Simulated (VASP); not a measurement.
Input of a VASP 6.6.1 run:

The input INCAR:

```
SYSTEM = Rb2PdC2
PREC = Accurate ; ENCUT = 600
EDIFF = 1E-6 ; ISMEAR = 0
SIGMA = 0.02 ; LREAL = .FALSE.
LASPH = .TRUE. ; NELM = 80
ALGO = Normal ; ISIF = 4
LWAVE = .FALSE. ; LCHARG = .FALSE.
IBRION = 2 ; NSW = 50
EDIFFG = -0.01
```

The input KPOINTS:

```
regular mesh
0
G
  6 6 6
  0 0 0
```

The input POSCAR:

```
Rb2PdC2
1.0
    5.0785070652      0.0000000000      0.0000000000
   -2.5392535326      4.3981161318      0.0000000000
    0.0000000000      0.0000000000      5.1303902560
Rb Pd C
2 1 2
Direct
    0.3333333333      0.6666666667      0.2801875997
    0.6666666667      0.3333333333      0.7198124003
    0.0000000000      0.0000000000      0.0000000000
    0.0000000000      0.0000000000      0.3785309197
    0.0000000000      0.0000000000      0.6214690803
```

Potentials or basis: VASP PAW LDA potentials, release 64 (Rb_sv, Pd, C).

Launch:

```sh
$ cat potpaw_LDA.64/Rb_sv/POTCAR potpaw_LDA.64/Pd/POTCAR potpaw_LDA.64/C/POTCAR > POTCAR
$ mpirun -np 1 vasp_std > vasp.out
```

Predict the band gap on the k mesh.

1.58 eV.

Step by step:
```
step  energy change (eV)  largest force (eV/Å)  pressure (GPa)  volume (Å³)
   1              0.0000                0.6884            3.26       114.59
   2              0.1820                4.6664            0.13       114.59
   3             -0.0062                0.3600            2.68       114.59
   4             -0.0063                0.3131            2.71       114.59
   5             -0.0101                0.0801            2.07       114.59
   6             -0.0112                0.0414            2.28       114.59
   7             -0.0112                0.0465            2.29       114.59
   8             -0.0109                0.2305            2.43       114.59
   9             -0.0112                0.0067            2.31       114.59
```

A k mesh can miss the band edges.
